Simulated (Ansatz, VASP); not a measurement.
## One calculation of MgO, two programs

File INCAR:

```
ALGO = Normal
EDIFF = 1E-6
ENCUT = 600
GGA = PE
GGA_COMPAT = F
ISIF = 2
ISMEAR = 0
LASPH = T
LCHARG = F
LREAL = F
LWAVE = F
NBANDS = 16
NELM = 120
PREC = Accurate
SIGMA = 0.01
```

KPOINTS

```
k-points
0
Gamma
  8 8 1
```

The input POSCAR:

```
MgO
1.0
    2.9230552965      0.0000000000      0.0000000000
   -1.4615276482      2.5314401434      0.0000000000
    0.0000000000      0.0000000000      5.0921016473
Mg O
2 2
Direct
    0.0000000000      0.0000000000      0.0000000000
    0.0000000000      0.0000000000      0.5000000000
    0.3333333333      0.6666666667      0.2500000000
    0.6666666667      0.3333333333      0.7500000000
```

Input for Ansatz:

```yaml
crystal:
  lattice:
    - [2.9230552965, 0.0, 0.0]
    - [-1.4615276482, 2.5314401434, 0.0]
    - [0.0, 0.0, 5.0921016473]
  atoms:
    - { symbol: Mg, position: [0.0, 0.0, 0.0] }
    - { symbol: Mg, position: [0.0, 0.0, 0.5] }
    - { symbol: O, position: [0.3333333333, 0.6666666667, 0.25] }
    - { symbol: O, position: [0.6666666667, 0.3333333333, 0.75] }
kpoints:
  mp_grid: { grid: [8, 8, 1] }
hamiltonian:
  xc: pbe
scf:
  occupations: { method: fixed }
  n_extra_bands: 5
output:
  forces: true
  stress: true
  eigenvalues: true
```

Alike in both runs: task single point; functional PBE; k mesh 8 × 8 × 1; no spin polarisation.

|  | VASP | Ansatz |
| --- | --- | --- |
| version | VASP 6.6.1 | Ansatz 0.2.0 |
| potentials or method | VASP PAW PBE potentials, release 64 (Mg, O) | plane waves |
| plane-wave cutoff (eV) | 600 | 420 |
| occupations | gaussian, width 0.01 eV | fixed |
| valence electrons in the cell | 16 | 32 |

|  | VASP | Ansatz | Ansatz less VASP |
| --- | --- | --- | --- |
| gap on the k mesh at the Fermi level (eV) | 4.48 | 4.49 | +0.014 |
| pressure (GPa) | 3.8 | 4.8 | +0.93 |
| traceless stress, the component that is largest in VASP (GPa) | -1.38 | -1.35 | +0.025 |

VASP's potentials hold 16 valence electrons a cell and Ansatz's 32, so a difference there can come from the potentials and not from the codes.

The k mesh is coarse, so the values compare programs but aren't converged.
